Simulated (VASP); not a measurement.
CaO, 2 atoms in the cell. It takes space group Fm-3m (No. 225, cubic). Conventional cell: a = 4.795 Å, b = 4.795 Å, c = 4.795 Å, α = 90.00°, β = 90.00°, γ = 90.00°. Ca (site symmetry m-3m) has 6 O at 2.40 Å within 3.2 Å. Within 3.2 Å of O (site symmetry m-3m) lie 6 Ca at 2.40 Å. 

```yaml
Program: VASP 6.6.1
Task: single point
Functional: PBE
Potentials_or_basis: VASP PAW PBE potentials, release 64 (Ca_sv, O)
Cutoff: 520 eV
k_mesh: 6 × 6 × 6
Occupations: gaussian, width 0.01 eV
Spin: no spin polarisation
Dipole_correction: no
Further_INCAR_settings: ALGO = Normal; EDIFF = 1e-06; NBANDS = 15
```

Potentials or basis: VASP PAW PBE potentials, release 64 (Ca_sv, O).

Command:

```sh
$ cat potpaw_PBE.64/Ca_sv/POTCAR potpaw_PBE.64/O/POTCAR > POTCAR
$ mpirun -np 1 vasp_std > vasp.out
```

Hardware: 1 thread of Intel(R) Xeon(R) 6975P-C (Granite Rapids), with other jobs on the host.

Question: Estimate the wall time of this run.

Answer: Wall time 4.9 s on 1 thread of Intel(R) Xeon(R) 6975P-C (Granite Rapids), on a shared host, peak memory 0.15 GiB. Counts: scf iterations 12, k points 16.
